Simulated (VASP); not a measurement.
Here is a VASP 6.6.1 calculation.

The input INCAR:

```
ALGO = Normal
EDIFF = 1E-6
ENCUT = 400
GGA = PE
GGA_COMPAT = False
ISIF = 2
ISMEAR = -1
ISYM = -1
IVDW = 12
LASPH = True
LCHARG = False
LREAL = Auto
LWAVE = False
NBANDS = 94
NELM = 120
PREC = Accurate
SIGMA = 0.1034
```

Contents of KPOINTS:

```
explicit points
4
Reciprocal
  0.25000000   0.25000000   0.25000000 2
  0.25000000   0.25000000   0.75000000 2
  0.25000000   0.75000000   0.25000000 2
  0.25000000   0.75000000   0.75000000 2
```

Contents of POSCAR:

```
PbS
1.0
    6.0080352647      0.0000000000      6.0080352647
    6.0080352647      6.0080352647      0.0000000000
    0.0000000000      6.0080352647      6.0080352647
Pb S
8 8
Direct
   -0.0361021516      0.0144601348     -0.0080304123
   -0.0032749475      0.5135219525     -0.0112104868
    0.4766802913      0.0024768496      0.0276260030
    0.5154800802      0.5027790895     -0.0006768436
   -0.0219052476      0.0118142615      0.5101342394
    0.0267168871      0.4957728889      0.4938739320
    0.5069304466     -0.0119008955      0.4853360328
    0.5157141001      0.5036103096      0.4681126818
    0.2482760893      0.3388461303      0.2087323800
    0.2552910282      0.7244608775      0.2613219515
    0.7717021115      0.2529212019      0.2533785893
    0.7325120120      0.7212046549      0.2803756845
    0.2537262903      0.2250543548      0.7396157486
    0.2011839057      0.7973193879      0.7530721443
    0.7314352873      0.2317008704      0.7676990558
    0.7498426360      0.7590053652      0.7479228736
```

Potentials or basis: VASP PAW PBE potentials, release 64 (Pb_d, S).

Run with:

```bash
$ cat potpaw_PBE.64/Pb_d/POTCAR potpaw_PBE.64/S/POTCAR > POTCAR
$ mpirun -np 1 vasp_std > vasp.out
```

Question: Predict the pressure.

Answer: 0.0 GPa.

Question: Predict the band gap on the k mesh.

Answer: 1.42 eV.

Question: What does it give for the dispersion energy per atom?

Answer: -0.334 eV.

Stress tensor (GPa, compression positive):
```
 0.66  0.45  0.09
 0.45 -0.29  0.04
 0.09  0.04 -0.33
```

Caveat: the atoms stand as in a frame of molecular dynamics; spin-orbit coupling is left out, which moves the levels of the heavy elements; a shifted mesh leaves out Γ, where band edges can lie; forces of over 1 eV/Å act on the atoms, so gaps and moduli don't describe the material at rest. A k mesh can miss the band edges.
